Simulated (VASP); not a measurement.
# Ni (Fm-3m) in VASP: a series of runs

Ni is run at these levels: PBE; tasks: relaxation of cell and atoms.

All numbers are computed with VASP 6.6.1; they aren't measurements. Logs are shortened: lines on timing, memory, paths and dates and some standing lists are left out, and cuts for length are marked.

## Step 1: The cell of the first run

The structure is cubic, space group Fm-3m (No. 225). Conventional cell: a = 3.518 Å, b = 3.518 Å, c = 3.518 Å, α = 90.00°, β = 90.00°, γ = 90.00°. Ni (site symmetry m-3m) has 12 Ni at 2.49 Å within 3.3 Å.

## Step 2: Relaxation of cell and atoms, PBE, collinear spin, ferromagnetic start

The input, INCAR:

```
SYSTEM = Ni
PREC = Accurate
ENCUT = 600
EDIFF = 1E-6
ISMEAR = 0
SIGMA = 0.2
LREAL = .FALSE.
LASPH = .TRUE.
NELM = 150
ALGO = Fast
ISIF = 3
LWAVE = .FALSE.
LCHARG = .FALSE.
ISPIN = 2
MAGMOM = 0.75
LORBIT = 11
LMAXMIX = 4
GGA = PE
IBRION = 2
NSW = 80
EDIFFG = -0.001
```

The input, KPOINTS:

```
regular mesh
0
G
  20 20 20
  0 0 0
```

The input, POSCAR:

```
Ni
1.0
    0.0000000000      1.7592379080      1.7592379080
    1.7592379080      0.0000000000      1.7592379080
    1.7592379080      1.7592379080      0.0000000000
Ni
1
Direct
    0.0000000000      0.0000000000      0.0000000000
```

Potentials or basis: VASP PAW PBE potentials, release 64 (Ni).

The run is started by

```console
> cat potpaw_PBE.64/Ni/POTCAR > POTCAR
> mpirun -np 1 vasp_std > vasp.out
```

OUTCAR:

```text
SYSTEM = Ni
   PREC = Accurate
   ENCUT = 600
   EDIFF = 1E-6
   ISMEAR = 0
   LREAL = .FALSE.
   LASPH = .TRUE.
   NELM = 150
   ISIF = 3
   ISPIN = 2
   LORBIT = 11
   GGA = PE
   IBRION = 2
   NSW = 80
   EDIFFG = -0.001

 ion  position               nearest neighbor table
   1  0.000  0.000  0.000-

  LATTYP: Found a face centered cubic cell.
 ALAT       =     3.5184758160

  Lattice vectors:

 A1 = (   0.0000000000,   1.7592379080,   1.7592379080)
 A2 = (   1.7592379080,   0.0000000000,   1.7592379080)
 A3 = (   1.7592379080,   1.7592379080,   0.0000000000)

Analysis of symmetry for initial positions (statically):
=====================================================================
 Subroutine PRICEL returns:
 Original cell was already a primitive cell.

 Routine SETGRP: Setting up the symmetry group for a
 face centered cubic supercell.

 Subroutine GETGRP returns: Found 48 space group operations
 (whereof 48 operations were pure point group operations)
 out of a pool of 48 trial point group operations.

The static configuration has the point symmetry O_h .

Analysis of symmetry for dynamics (positions and initial velocities):
=====================================================================
 Subroutine PRICEL returns:
 Original cell was already a primitive cell.

 Routine SETGRP: Setting up the symmetry group for a
 face centered cubic supercell.

 Subroutine GETGRP returns: Found 48 space group operations
 (whereof 48 operations were pure point group operations)
 out of a pool of 48 trial point group operations.

The dynamic configuration has the point symmetry O_h .

Analysis of structural, dynamic, and magnetic symmetry:
=====================================================================
 Subroutine PRICEL returns:
 Original cell was already a primitive cell.

 Routine SETGRP: Setting up the symmetry group for a
 face centered cubic supercell.

 Subroutine GETGRP returns: Found 48 space group operations
 (whereof 48 operations were pure point group operations)
 out of a pool of 48 trial point group operations.

The overall configuration has the point symmetry O_h .

 Subroutine INISYM returns: Found 48 space group operations
 (whereof 48 operations are pure point group operations),
 and found     1 'primitive' translations

----------------------------------------------------------------------------------------

                                     Primitive cell

  volume of cell :      10.8894

  direct lattice vectors                    reciprocal lattice vectors
     0.000000000  1.759237908  1.759237908    -0.284213976  0.284213976  0.284213976
     1.759237908  0.000000000  1.759237908     0.284213976 -0.284213976  0.284213976
     1.759237908  1.759237908  0.000000000     0.284213976  0.284213976 -0.284213976

  length of vectors
     2.487938109  2.487938109  2.487938109     0.492273046  0.492273046  0.492273046

  position of ions in fractional coordinates (direct lattice)
     0.000000000  0.000000000  0.000000000

  ion indices of the primitive-cell ions
   primitive index   ion index
                 1           1

----------------------------------------------------------------------------------------

 KPOINTS: regular mesh

Automatic generation of k-mesh.
 Grid dimensions read from file:
 generate k-points for:   20   20   20

 Generating k-lattice:

  Cartesian coordinates                     Fractional coordinates (reciprocal lattice)
    -0.014210699  0.014210699  0.014210699     0.050000000  0.000000000  0.000000000
     0.014210699 -0.014210699  0.014210699     0.000000000  0.050000000  0.000000000
     0.014210699  0.014210699 -0.014210699     0.000000000  0.000000000  0.050000000

  Length of vectors
     0.024613652  0.024613652  0.024613652

  Shift w.r.t. Gamma in fractional coordinates (k-lattice)
     0.000000000  0.000000000  0.000000000

 Subroutine IBZKPT returns following result:
 ===========================================

 Found    256 irreducible k-points:

 Following reciprocal coordinates:
            Coordinates               Weight
  0.000000  0.000000  0.000000      1.000000
  0.050000  0.000000  0.000000      8.000000
  0.100000  0.000000  0.000000      8.000000
  0.150000  0.000000  0.000000      8.000000
  0.200000  0.000000  0.000000      8.000000
  0.250000  0.000000  0.000000      8.000000
[... 16 lines left out ...]
 -0.400000  0.050000  0.000000     24.000000
 -0.350000  0.050000  0.000000     24.000000
 [... further k-points ...]
   k-points           NKPTS =    256   k-points in BZ     NKDIM =    256   number of bands    NBANDS=      9
   number of dos      NEDOS =    301   number of ions     NIONS =      1
   total plane-waves  NPLWV =   8000
   dimension x,y,z NGX =    20 NGY =   20 NGZ =   20
   dimension x,y,z NGXF=    40 NGYF=   40 NGZF=   40
   ions per type =               1
   NGX,Y,Z   is equivalent  to a cutoff of  13.36, 13.36, 13.36 a.u.
   NGXF,Y,Z  is equivalent  to a cutoff of  26.73, 26.73, 26.73 a.u.
 SYSTEM =  Ni
   PREC   = accura    normal or accurate (medium, high low for compatibility)
   ISTART =      0    job   : 0-new  1-cont  2-samecut
   ICHARG =      2    charge: 1-file 2-atom 10-const
   ISPIN  =      2    spin polarized calculation?
   LNONCOLLINEAR =      F non collinear calculations
   LSORBIT =      F    spin-orbit coupling
   LASPH  =      T    aspherical Exc in radial PAW
   ENCUT  =  600.0 eV  44.10 Ry    6.64 a.u.   4.97  4.97  4.97*2*pi/ulx,y,z
   NELM   =    150;   NELMIN=  2; NELMDL= -5     # of ELM steps
   EDIFF  = 0.1E-05   stopping-criterion for ELM
   LREAL  =      F    real-space projection
   EDIFFG = -.1E-02   stopping-criterion for IOM
   NSW    =     80    number of steps for IOM
   IBRION =      2    ionic relax: 0-MD 1-quasi-New 2-CG
   NFREE  =      1    steps in history (QN), initial steepest desc. (CG)
   ISIF   =      3    stress and relaxation
   ISYM   =      2    0-nonsym 1-usesym 2-fastsym
   POTIM  = 0.5000    time-step for ionic-motion
   TEBEG  =    0.0;   TEEND  =   0.0 temperature during run
   PSTRESS=    0.0 pullay stress
   NELECT =      10.0000    total number of electrons
   NUPDOWN=      -1.0000    fix difference up-down
   EMIN   =  10.00;   EMAX   =-10.00  energy-range for DOS
   EFERMI =   0.00;   METHOD = LEGACY
   ISMEAR =     0;   SIGMA  =   0.20  broadening in eV -4-tet -1-fermi 0-gaus
   EFERMI_NEDOS =   21; number of points for ismear=-14 and -15
   IALGO  =     68    algorithm
   IMIX   =      4    mixing-type and parameters
     AMIX     =   0.40;   BMIX     =  1.00
     AMIX_MAG =   1.60;   BMIX_MAG =  1.00
  volume/ion in A,a.u.               =      10.89        73.49
  Fermi-wavevector in a.u.,A,eV,Ry     =   1.591257  3.007039 34.451285  2.532098
  Thomas-Fermi vector in A             =   2.689825
   LORBIT       =     11    0 simple, 1 ext, 2 COOP (PROOUT), +10 PAW based schemes
   GGA     = PE    functional components
   LHFCALC =     F    Hartree Fock is set to
   AEXX    =    0.0000 exact exchange contribution
   IVDW    =     0    specifies the selected vdW correction
   LEPSILON=     F    determine dielectric tensor
   LRPA    =     F    only Hartree local field effects (RPA)
 conjugate gradient relaxation of ions
 spin polarized calculation
 RMM-DIIS sequential band-by-band and
 Gauss-broadening in eV      SIGMA  =   0.20
  energy-cutoff  :      600.00
  volume of cell :       10.89
 maximum number of plane-waves:       380
   NGX =  9   NGY =  9   NGZ =  9

--------------------------------------- Ionic step        1  -------------------------------------------

 number of electron      10.0000009 magnetization       0.6228272

 Free energy of the ion-electron system (eV)
  ---------------------------------------------------
  ext. energy  EPLUGINS =         0.00000000
  ---------------------------------------------------
  free energy    TOTEN  =        -5.48767796 eV

  energy without entropy =       -5.45395241  energy(sigma->0) =       -5.47081518

------------------------ aborting loop because EDIFF is reached ----------------------------------------

  FORCE on cell =-STRESS in cart. coord.  units (eV):
  Direction    XX          YY          ZZ          XY          YZ          ZX
  --------------------------------------------------------------------------------------
  -------------------------------------------------------------------------------------
  Total       -0.0023538     -0.0023538     -0.0023538     -0.0000000      0.0000000      0.0000000
  in kB       -0.3463223     -0.3463223     -0.3463223     -0.0000000      0.0000000      0.0000000
  external PRESSURE =      -0.3463223 kB  Pullay stress =       0.0000000 kB
[... 86 lines left out ...]
  FREE ENERGIE OF THE ION-ELECTRON SYSTEM (eV)
  ---------------------------------------------------
  free  energy   TOTEN  =        -5.4876779372 eV

  energy  without entropy=       -5.4539557748  energy(sigma->0) =       -5.47081686

[... ionic steps 4 to 20 ...]

--------------------------------------- Ionic step       21  -------------------------------------------

 number of electron      10.0000009 magnetization       0.6233729

------------------------ aborting loop because EDIFF is reached ----------------------------------------

  FORCE on cell =-STRESS in cart. coord.  units (eV):
  Direction    XX          YY          ZZ          XY          YZ          ZX
  --------------------------------------------------------------------------------------
  -------------------------------------------------------------------------------------
  Total        0.0150797      0.0150797      0.0150797      0.0000000      0.0000000     -0.0000000
  in kB        2.2178551      2.2178551      2.2178551      0.0000000      0.0000000     -0.0000000
  external PRESSURE =       2.2178551 kB  Pullay stress =       0.0000000 kB
[... 55 lines left out ...]
  energy  without entropy=       -5.4539415109  energy(sigma->0) =       -5.47081026

--------------------------------------- Ionic step       23  -------------------------------------------

 number of electron      10.0000009 magnetization       0.6233239

 Free energy of the ion-electron system (eV)
  ---------------------------------------------------
  ext. energy  EPLUGINS =         0.00000000
  ---------------------------------------------------
  free energy    TOTEN  =        -5.48767900 eV

  energy without entropy =       -5.45394137  energy(sigma->0) =       -5.47081018

 E-fermi :   9.3483     XC(G=0): -13.2479

 val. band max:        9.3464950410   @ k =   0.3500   0.1500   0.0500
 cond. band min:       9.3525388220   @ k =   0.4000   0.4000   0.0000
 fundamental gap:      0.0060437810
 Fermi energy:         9.3483235862

 spin component 1

 k-point     1 :       0.0000    0.0000    0.0000
  band No.  band energies     occupation
      1       0.3564      1.00000
      2       6.9342      1.00000
      3       6.9342      1.00000
      4       6.9342      1.00000
      5       8.1000      1.00000
      6       8.1000      1.00000
      7      33.0711      0.00000
      8      36.9203      0.00000
      9      36.9203      0.00000
[... 265 lines left out ...]
 k-point    24 :      -0.3500    0.0500    0.0000
  band No.  band energies     occupation
      1       4.1857      1.00000
      2       7.0167      1.00000
      3       7.0711      1.00000
      4       7.1914      1.00000
      5       8.4354      1.00000
      6       8.7841      0.99997
      7      18.4917      0.00000
      8      31.0288      0.00000
      9      33.3921      0.00000

 [... further k-points ...]

 spin component 2

 k-point     1 :       0.0000    0.0000    0.0000
  band No.  band energies     occupation
      1       0.3228      1.00000
      2       7.6771      1.00000
      3       7.6771      1.00000
      4       7.6771      1.00000
      5       8.6920      1.00000
      6       8.6920      1.00000
      7      32.9101      0.00000
      8      36.9047      0.00000
      9      36.9047      0.00000
[... 265 lines left out ...]
 k-point    24 :      -0.3500    0.0500    0.0000
  band No.  band energies     occupation
      1       4.3973      1.00000
      2       7.5485      1.00000
      3       7.6587      1.00000
      4       7.7012      1.00000
      5       9.1609      0.90751
      6       9.4739      0.18721
      7      18.7326      0.00000
      8      30.9972      0.00000
      9      33.3920      0.00000

 [... further k-points ...]

------------------------ aborting loop because EDIFF is reached ----------------------------------------

  FORCE on cell =-STRESS in cart. coord.  units (eV):
  Direction    XX          YY          ZZ          XY          YZ          ZX
  --------------------------------------------------------------------------------------
  -------------------------------------------------------------------------------------
  Total        0.0008875      0.0008875      0.0008875     -0.0000000     -0.0000000     -0.0000000
  in kB        0.1305263      0.1305263      0.1305263     -0.0000000     -0.0000000     -0.0000000
  external PRESSURE =       0.1305263 kB  Pullay stress =       0.0000000 kB
[... 16 lines left out ...]
  FREE ENERGIE OF THE ION-ELECTRON SYSTEM (eV)
  ---------------------------------------------------
  free  energy   TOTEN  =        -5.4876790034 eV

  energy  without entropy=       -5.4539413666  energy(sigma->0) =       -5.47081018

 reached required accuracy - stopping structural energy minimisation

 total charge

# of ion       s       p       d       tot
------------------------------------------
    1        0.497   0.497   8.314   9.308

 magnetization (x)

# of ion       s       p       d       tot
------------------------------------------
    1       -0.006  -0.025   0.666   0.635
```

Run time: 7.7 min. Hardware: 1 thread of Intel Xeon 8259CL, shared host; peak memory 0.19 GiB.

Results:

```
Free energy                                           : -5.4877 eV
Relaxed volume                                        : 10.89 Å³/atom
Relaxed cell                                          : a = 2.488 Å, b = 2.488 Å, c = 2.488 Å, α = 60.00°, β = 60.00°, γ = 60.00°
Space group after relaxing (to 0.1 Å)                 : Fm-3m (No. 225)
Energy gained by relaxing                             : 0.0 meV/atom
Ionic steps                                           : 23
Pressure after relaxing                               : 0.0 GPa
Net moment                                            : 0.62 μB per cell
Site moments                                          : Ni +0.64 μB
Valence electrons inside the program's atomic spheres : Ni 9.31
```

Final structure:
```
Ni
1.0
     0.00000    1.75947    1.75947
     1.75947    0.00000    1.75947
     1.75947    1.75947    0.00000
Ni
1
Direct
  0.00000 0.00000 0.00000
```

## Step 3: Relaxation of cell and atoms, PBE, collinear spin, ferromagnetic start

This run uses another cell than the first one, of 10.94 Å³/atom.

The input, INCAR:

```
SYSTEM = Ni
PREC = Accurate ; ENCUT = 600
EDIFF = 1E-6 ; ISMEAR = 0
SIGMA = 0.1 ; LREAL = .False.
LASPH = .True. ; NELM = 150
ALGO = Normal ; ISIF = 3
LWAVE = .False. ; LCHARG = .False.
ISPIN = 2 ; MAGMOM = 0.81
LORBIT = 11 ; LMAXMIX = 4
GGA = PE ; IBRION = 2
NSW = 100 ; EDIFFG = -0.005
```

The input, KPOINTS:

```
regular mesh
0
Gamma
  20 20 20
  0 0 0
```

The input, POSCAR:

```
Ni
1.0
    0.0000000000      1.7619350000      1.7619350000
    1.7619350000      0.0000000000      1.7619350000
    1.7619350000      1.7619350000      0.0000000000
Ni
1
Direct
    0.0000000000      0.0000000000      0.0000000000
```

Potentials or basis: VASP PAW PBE potentials, release 64 (Ni).

The run is started by

```console
> cat potpaw_PBE.64/Ni/POTCAR > POTCAR
> mpirun -np 1 vasp_std > vasp.out
```

Run time: 43 s. Hardware: 1 thread of Intel Xeon 6975P-C (Granite Rapids), shared host; peak memory 0.18 GiB.

Results (log left out):

```
Free energy                                           : -5.4749 eV
Relaxed volume                                        : 10.88 Å³/atom
Relaxed cell                                          : a = 2.487 Å, b = 2.487 Å, c = 2.487 Å, α = 60.00°, β = 60.00°, γ = 60.00°
Space group after relaxing (to 0.1 Å)                 : Fm-3m (No. 225)
Energy gained by relaxing                             : 0.2 meV/atom
Ionic steps                                           : 3
Pressure after relaxing                               : 0.0 GPa
Net moment                                            : 0.63 μB per cell
Site moments                                          : Ni +0.64 μB
Valence electrons inside the program's atomic spheres : Ni 9.31
```

Step by step:
```
step  energy change (eV)  largest force (eV/Å)  pressure (GPa)  volume (Å³)
   1              0.0000                0.0000           -1.02        10.94
   2              0.0000                0.0000            0.97        10.83
   3             -0.0002                0.0000            0.04        10.88
```

Final structure:
```
CELL_PARAMETERS angstrom
0.00000 1.75879 1.75879
1.75879 0.00000 1.75879
1.75879 1.75879 0.00000
ATOMIC_POSITIONS crystal
Ni 0.00000 0.00000 0.00000
```

Levels at points of the mesh, in eV from the Fermi level:
Spin up:
```tsv
k point	band 2	band 3	band 4	band 5	band 6	band 7	band 8	band 9
(0.00, 0.00, 0.00)	-2.44	-2.44	-2.44	-1.26	-1.26	23.72	27.58	27.58
(0.50, 0.00, 0.00)	-2.42	-2.42	-0.61	-0.61	-0.29	5.66	22.21	24.67
(0.50, 0.50, 0.00)	-4.20	-0.55	-0.48	-0.48	2.45	9.22	14.82	14.82
```
Spin down:
```csv
k point,band 3,band 4,band 5,band 6,band 7,band 8
"(0.00, 0.00, 0.00)",-1.68,-1.68,-0.67,-0.67,23.56,27.56
"(0.50, 0.00, 0.00)",-1.80,-0.36,0.15,0.15,6.08,22.07
"(0.50, 0.50, 0.00)",0.06,0.39,0.39,2.41,9.46,14.83
```
